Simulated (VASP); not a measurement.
The system is WSe2.

```
W Se
1.0
     3.27902    0.00000    0.00000
    -1.63951    2.83971    0.00000
     0.00000    0.00000   12.78851
W Se
2 4
Direct
  0.33333 0.66667 0.25000
  0.66667 0.33333 0.75000
  0.33333 0.66667 0.61829
  0.66667 0.33333 0.11829
  0.33333 0.66667 0.88171
  0.66667 0.33333 0.38171
```

Base run:

```yaml
Program: VASP 6.6.1
Functional: PBE
Dispersion: D3(BJ)
Potentials_or_basis: VASP PAW PBE potentials, release 64 (W_sv, Se)
Cutoff: 520 eV
k_mesh: 6 × 6 × 2
Occupations: gaussian, width 0.02 eV
Spin: no spin polarisation
```

Its results: band gap on the k mesh 0.89 eV, indirect (least direct gap 1.56 eV); pressure 0.3 GPa; largest force 0.049 eV/Å.

The run is repeated on the same cell with these changes: k mesh from 6 × 6 × 2 to 9 × 9 × 2. What comes out?

Band gap on the k mesh 0.99 eV, indirect (least direct gap 1.56 eV); pressure 0.3 GPa; largest force 0.047 eV/Å.

Caveats: spin-orbit coupling is left out, which moves the levels of the heavy elements.

A k mesh can miss the band edges.
